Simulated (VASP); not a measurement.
# MgO (R-3m) in VASP: a series of runs, part 2 of 2

VASP 6.6.1. The steps go on from the part before.

### 4 Single point, PBE

This run uses another cell than the first one, of the same volume but with other edges.

Input file INCAR:

```
SYSTEM = MgO
  ALGO = Normal
  EDIFF = 1E-7
  ENCUT = 520
  GGA = PE
  ISIF = 2
  ISMEAR = 0
  LASPH = .TRUE.
  LCHARG = .FALSE.
  LREAL = .FALSE.
  LWAVE = .FALSE.
  NBANDS = 11
  NELM = 80
  PREC = Accurate
  SIGMA = 0.05
```

Input file KPOINTS:

```
k-points
0
G
  10 10 10
  0 0 0
```

Input file POSCAR:

```
MgO
1.0
    0.8316531219      2.6137669546      2.6137669546
    2.6137669546      0.8316531219      2.6137669546
    2.6137669546      2.6137669546      0.8316531219
Mg O
1 1
Direct
    0.0000000000      0.0000000000      0.0000000000
    0.5000000000      0.5000000000      0.5000000000
```

Potentials or basis: VASP PAW PBE potentials, release 64 (Mg, O).

Command:

```sh
cat potpaw_PBE.64/Mg/POTCAR potpaw_PBE.64/O/POTCAR > POTCAR
mpirun -np 1 vasp_std > vasp.out
```

OUTCAR:

```text
SYSTEM = MgO
   EDIFF = 1E-7
   ENCUT = 520
   GGA = PE
   ISIF = 2
   ISMEAR = 0
   LASPH = .TRUE.
   LREAL = .FALSE.
   NELM = 80
   PREC = Accurate

 ion  position               nearest neighbor table
   1  0.000  0.000  0.000-   2 2.28   2 2.28   2 2.28   2 2.28   2 2.28   2 2.28
   2  0.500  0.500  0.500-   1 2.28   1 2.28   1 2.28   1 2.28   1 2.28   1 2.28

  LATTYP: Found a trigonal (rhomboedric) cell.
 ALAT       =     3.7888259793
 COS(alpha) =     0.7787610619

  Lattice vectors:

 A1 = (   0.8316531219,   2.6137669546,   2.6137669546)
[... 513 lines left out ...]
      6      12.1299      0.00000
      7      18.0835      0.00000
      8      19.0368      0.00000
      9      22.3801      0.00000
     10      23.4775      0.00000
     11      26.5648      0.00000

 [... further k-points ...]
[... 5 lines left out ...]
  --------------------------------------------------------------------------------------
  -------------------------------------------------------------------------------------
  Total        2.2438292      2.2438292      2.2438292     -7.2298923     -7.2298923     -7.2298923
  in kB      186.8164635    186.8164635    186.8164635   -601.9454970   -601.9454970   -601.9454970
  external PRESSURE =     186.8164635 kB  Pullay stress =       0.0000000 kB

 VOLUME and BASIS-vectors are now :
 -----------------------------------------------------------------------------
  energy-cutoff  :      520.00
  volume of cell :       19.24
      direct lattice vectors                 reciprocal lattice vectors
     0.831653122  2.613766955  2.613766955    -0.319074708  0.242056675  0.242056675
     2.613766955  0.831653122  2.613766955     0.242056675 -0.319074708  0.242056675
     2.613766955  2.613766955  0.831653122     0.242056675  0.242056675 -0.319074708

 POSITION                                       TOTAL-FORCE (eV/Angst)
 -----------------------------------------------------------------------------------
      0.00000      0.00000      0.00000         0.000000      0.000000      0.000000
      3.02959      3.02959      3.02959        -0.000000     -0.000000     -0.000000
 -----------------------------------------------------------------------------------
    total drift:                                0.000000      0.000000      0.000000

  FREE ENERGIE OF THE ION-ELECTRON SYSTEM (eV)
  ---------------------------------------------------
  free  energy   TOTEN  =        -7.6652337581 eV

  energy  without entropy=       -7.6646320511  energy(sigma->0) =       -7.66493290
```

OSZICAR:

```text
N       E                     dE             d eps       ncg     rms          rms(c)
DAV:   1     0.154613283538E+02    0.15461E+02   -0.45488E+03  2936   0.646E+02
DAV:   2    -0.912295059831E+01   -0.24584E+02   -0.23381E+02  3031   0.128E+02
DAV:   3    -0.972199032217E+01   -0.59904E+00   -0.59767E+00  3011   0.173E+01
DAV:   4    -0.972327644793E+01   -0.12861E-02   -0.12861E-02  2753   0.949E-01
DAV:   5    -0.972328063303E+01   -0.41851E-05   -0.41852E-05  2954   0.530E-02    0.769E+00
DAV:   6    -0.783375584026E+01    0.18895E+01   -0.15561E+01  2615   0.175E+01    0.350E+00
DAV:   7    -0.769781573832E+01    0.13594E+00   -0.67755E-01  2690   0.466E+00    0.132E+00
DAV:   8    -0.767754320750E+01    0.20273E-01   -0.24073E-01  2674   0.300E+00    0.566E-01
DAV:   9    -0.766910796054E+01    0.84352E-02   -0.80831E-03  2620   0.435E-01    0.319E-01
DAV:  10    -0.766644683322E+01    0.26611E-02   -0.20900E-03  2732   0.309E-01    0.167E-01
DAV:  11    -0.766524864043E+01    0.11982E-02   -0.33744E-03  2699   0.218E-01    0.238E-02
DAV:  12    -0.766523573478E+01    0.12906E-04   -0.68042E-05  2920   0.553E-02    0.959E-03
DAV:  13    -0.766523417715E+01    0.15576E-05   -0.44055E-06  2779   0.113E-02    0.385E-03
DAV:  14    -0.766523374887E+01    0.42828E-06   -0.20036E-06  2824   0.560E-03    0.476E-04
DAV:  15    -0.766523375814E+01   -0.92726E-08   -0.29748E-08  1464   0.135E-03
   1 F= -.76652338E+01 E0= -.76649329E+01  d E =-.601707E-03
```

Wall time 25 s (1 thread of AMD EPYC 9R14 (Zen 4), shared host); peak memory 0.14 GiB.

Results:

```yaml
Free_energy: -7.6652 eV
Pressure: 18.7 GPa
Band_gap_on_the_k_mesh: zero (band 4 reaches 5.91 eV, above the bottom of band 5 at 5.38 eV)
```

Stress tensor (GPa, compression positive):
```
 18.68 -60.19 -60.19
-60.19  18.68 -60.19
-60.19 -60.19  18.68
```

Levels at points of the mesh, in eV from the Fermi level:
```csv
k point,band 2,band 3,band 4,band 5,band 6,band 7
"(0.00, 0.00, 0.00)",-5.13,-3.08,0.34,0.34,12.51,12.79
"(0.50, 0.00, 0.00)",-5.75,-3.82,-0.77,1.66,6.55,11.64
"(0.50, 0.50, 0.00)",-5.64,-4.34,-0.81,3.17,5.35,11.28
"(0.50, 0.50, 0.50)",-8.70,0.26,0.26,2.92,7.96,18.20
```

### 5 Single point, PBE

This run uses another cell than the first one, of the same volume but with other edges.

Input file INCAR:

```
ALGO = Normal
EDIFF = 1E-6
ENCUT = 520
GGA = PE
ISIF = 2
ISMEAR = 0
LASPH = True
LCHARG = False
LREAL = False
LWAVE = False
NBANDS = 11
NELM = 100
PREC = Accurate
SIGMA = 0.05
```

Input file KPOINTS:

```
k-points
0
Gamma
  10 10 10
```

Input file POSCAR:

```
MgO
1.0
   -0.1016867139      2.0773142990      2.0773142990
    2.0773142990     -0.1016867139      2.0773142990
    2.0773142990      2.0773142990     -0.1016867139
Mg O
1 1
Direct
    0.0000000000      0.0000000000      0.0000000000
    0.5000000000      0.5000000000      0.5000000000
```

Command:

```sh
cat potpaw_PBE.64/Mg/POTCAR potpaw_PBE.64/O/POTCAR > POTCAR
mpirun -np 1 vasp_std > vasp.out
```

It took 14 s on 1 thread of AMD EPYC 9R14 (Zen 4), shared host; peak memory 0.13 GiB.

The run converged. Its results:

```yaml
Free_energy: -11.8560 eV
Pressure: -0.7 GPa
Band_gap_on_the_k_mesh: 4.05 eV, direct
```

Stress tensor (GPa, compression positive):
```
-0.71  6.13  6.13
 6.13 -0.71  6.13
 6.13  6.13 -0.71
```

Levels at points of the mesh, in eV from the valence-band top:
```csv
k point,band 2,band 3,band 4,band 5,band 6,band 7
"(0.00, 0.00, 0.00)",-0.48,-0.48,0.00,4.05,14.62,14.62
"(0.50, 0.00, 0.00)",-4.90,-1.00,-0.66,7.48,11.62,15.58
"(0.50, 0.50, 0.00)",-4.29,-1.91,-1.33,8.40,9.68,12.37
"(0.50, 0.50, 0.50)",-4.55,-1.23,-1.23,6.94,12.70,14.67
```

### 6 Single point, PBE

This run uses another cell than the first one, of the same volume but with other edges.

Input file INCAR:

```
SYSTEM = MgO
PREC     = Accurate       ! precision mode
ENCUT    = 520            ! plane-wave cutoff, eV
EDIFF    = 1E-6           ! SCF threshold, eV
ISMEAR   = 0              ! smearing method
SIGMA    = 0.05           ! smearing width, eV
LREAL    = .False.        ! projectors in reciprocal space
LASPH    = .True.         ! aspherical terms in the spheres
NELM     = 60             ! most SCF steps
ALGO     = Normal         ! electronic algorithm
ISIF     = 2              ! what is computed and relaxed
LWAVE    = .False.        ! write WAVECAR
LCHARG   = .False.        ! write CHGCAR
GGA      = PE             ! functional
NBANDS   = 11             ! bands
```

Input file KPOINTS:

```
regular mesh
0
Gamma
  10 10 10
  0 0 0
```

Input file POSCAR:

```
MgO
1.0
    0.1105628498      2.1836162842      2.1836162842
    2.1836162842      0.1105628498      2.1836162842
    2.1836162842      2.1836162842      0.1105628498
Mg O
1 1
Direct
    0.0000000000      0.0000000000      0.0000000000
    0.5000000000      0.5000000000      0.5000000000
```

Potentials or basis: VASP PAW PBE potentials, release 64 (Mg, O).

Command:

```sh
cat potpaw_PBE.64/Mg/POTCAR potpaw_PBE.64/O/POTCAR > POTCAR
mpirun -np 1 vasp_std > vasp.out
```

Run time: 14 s. Hardware: 1 thread of AMD EPYC 9R14 (Zen 4), shared host; peak memory 0.13 GiB.

Results (log left out):

```yaml
Free_energy: -11.8392 eV
Pressure: -0.7 GPa
Band_gap_on_the_k_mesh: 4.12 eV, direct
```

Stress tensor (GPa, compression positive):
```
-0.65 -8.11 -8.11
-8.11 -0.65 -8.11
-8.11 -8.11 -0.65
```

Levels at points of the mesh, in eV from the valence-band top:
| k point | band 1 | band 2 | band 3 | band 4 | band 5 | band 6 | band 7 | band 8 |
| --- | --- | --- | --- | --- | --- | --- | --- | --- |
| (0.00, 0.00, 0.00) | -17.33 | -0.62 | 0.00 | 0.00 | 4.12 | 14.16 | 16.14 | 16.14 |
| (0.50, 0.00, 0.00) | -16.05 | -4.61 | -1.14 | -0.71 | 7.25 | 12.23 | 15.09 | 15.92 |
| (0.50, 0.50, 0.00) | -15.86 | -4.17 | -1.81 | -1.21 | 8.46 | 9.84 | 12.42 | 17.94 |
| (0.50, 0.50, 0.50) | -16.29 | -5.00 | -0.50 | -0.50 | 8.02 | 11.18 | 16.89 | 16.89 |

### 7 Summary

| cell | gap on the mesh (eV) | pressure (GPa) |
| --- | --- | --- |
| a = 2.867 Å, angles 67.3°, 2 atoms | 3.52 | -0.6 |
| a = 3.219 Å, angles 52.2°, 2 atoms | 3.11 | 0.1 |
| a = 3.789 Å, angles 38.9°, 2 atoms | none | 18.7 |
| a = 2.940 Å, angles 63.2°, 2 atoms | 4.05 | -0.7 |
| a = 3.090 Å, angles 56.6°, 2 atoms | 4.12 | -0.7 |

Alike in all rows: task single point; level PBE; potentials or basis VASP PAW PBE potentials, release 64 (Mg, O); no spin polarisation; k mesh 10 × 10 × 10; cutoff (eV) 520; smearing gaussian 0.05 eV.

Total energies depend on the potentials used, so only differences within one code and one set of settings carry meaning.
